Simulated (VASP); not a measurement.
Wanted: the native input for a VASP 6.6.1 run.

```yaml
Task: single point
Functional: LDA
Potentials_or_basis: VASP PAW LDA potentials, release 64 (Se)
Cutoff: 500 eV
k_mesh: 15 × 15 × 15
Occupations: fermi-dirac, width 0.08 eV
Spin: no spin polarisation
Dipole_correction: no
Further_INCAR_settings: ALGO = Normal; EDIFF = 1e-06; NBANDS = 9
```

The structure of Se lies in POSCAR:

```
Se
1.0
   -1.6230237048      1.6230237048      1.6230237048
    1.6230237048     -1.6230237048      1.6230237048
    1.6230237048      1.6230237048     -1.6230237048
Se
1
Direct
    0.0000000000      0.0000000000      0.0000000000
```

This isn't the form of Se at room conditions, which is trigonal, of chains.

These files were run (other wordings do the same):

INCAR

```
SYSTEM = Se
  PREC = Accurate
  ENCUT = 500
  EDIFF = 1E-6
  ISMEAR = -1
  SIGMA = 0.08
  LREAL = .False.
  LASPH = .True.
  NELM = 120
  ALGO = Normal
  ISIF = 2
  LWAVE = .False.
  LCHARG = .False.
  GGA = CA
  NBANDS = 9
  GGA_COMPAT = .False.
```

KPOINTS

```
regular mesh
0
Gamma
  15 15 15
  0 0 0
```

Potentials or basis: VASP PAW LDA potentials, release 64 (Se).

Command:

```bash
$ cat potpaw_LDA.64/Se/POTCAR > POTCAR
$ mpirun -np 1 vasp_std > vasp.out
```

It gave:

```
Pressure               : 12.0 GPa
Band gap on the k mesh : zero (bands 3 and 4 overlap by 7.78 eV)
```

Caveat: the cell stands under pressure.

Wall time 8.2 s on 1 thread of Intel(R) Xeon(R) Platinum 8488C (Sapphire Rapids) (shared host), peak memory 0.14 GiB.
